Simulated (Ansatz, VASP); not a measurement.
**TePtSe3: VASP beside Ansatz**

```
CELL_PARAMETERS angstrom
3.81273 0.00000 0.00000
0.00000 3.81273 0.00000
0.00000 0.00000 9.55459
ATOMIC_POSITIONS crystal
Te 0.00000 0.00000 0.50000
Pt 0.00000 0.00000 0.00000
Se 0.50000 0.50000 0.50000
Se 0.50000 0.50000 0.88072
Se 0.50000 0.50000 0.11928
```

Alike in both runs: functional PBE; k mesh 4 × 4 × 2; occupations gaussian, width 0.1 eV; no spin polarisation.

Ansatz relaxed the structure, and its values are those at the end. VASP's run is a single point on that final structure, the one shown.

|  | VASP | Ansatz |
| --- | --- | --- |
| version | VASP 6.6.1 | Ansatz 0.2.0 |
| potentials or method | VASP PAW PBE potentials, release 64 (Te, Pt, Se), cutoff 520 eV | scalar-relativistic, plane waves, PAW |
| valence electrons in the cell | 34 | 82 |

VASP gave:

```
gap on the k mesh at the Fermi level (eV) : none
pressure (GPa)                            : 0.0
rms of the force components (eV/Å)        : 0.001
```

Task: Estimate Ansatz's values.

Result: gap on the k mesh at the Fermi level (eV): none; pressure (GPa): 0.0; rms of the force components (eV/Å): 0.012.

A gap of «none» marks a metal or a gap that the smearing closes. The functional is the same, so the differences come from potentials, cutoffs and numerics. VASP's potentials hold 34 valence electrons a cell and Ansatz's 82, so a difference there can come from the potentials and not from the codes.

The k mesh is coarse, so the values compare programs but aren't converged. Neither program's run includes spin-orbit coupling.
